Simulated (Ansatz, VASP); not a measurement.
# CdSe in VASP and in Ansatz

```
CELL_PARAMETERS angstrom
0.00000 2.86859 2.86859
2.86859 0.00000 2.86859
2.86859 2.86859 0.00000
ATOMIC_POSITIONS crystal
Cd 0.00000 0.00000 0.00000
Se 0.50000 0.50000 0.50000
```

Alike in both runs: functional PBE; k mesh 12 × 12 × 12; occupations gaussian, width 0.1 eV; no spin polarisation.

Ansatz relaxed the structure, and its values are those at the end. VASP's run is a single point on that final structure, the one shown.

|  | VASP | Ansatz |
| --- | --- | --- |
| version | VASP 6.6.1 | Ansatz 0.2.0 |
| potentials or method | VASP PAW PBE potentials, release 64 (Cd, Se), cutoff 520 eV | scalar-relativistic, plane waves, PAW |
| valence electrons in the cell | 18 | 36 |

Ansatz gave:

```
gap on the k mesh at the Fermi level (eV) : none
pressure (GPa)                            : 0.0
```

Estimate VASP's values.

gap on the k mesh at the Fermi level (eV): none; pressure (GPa): 0.3.

A gap of «none» marks a metal or a gap that the smearing closes. With one functional, cell and mesh, what is left measures potentials, basis and numerics. VASP's potentials hold 18 valence electrons a cell and Ansatz's 36, so a difference there can come from the potentials and not from the codes.
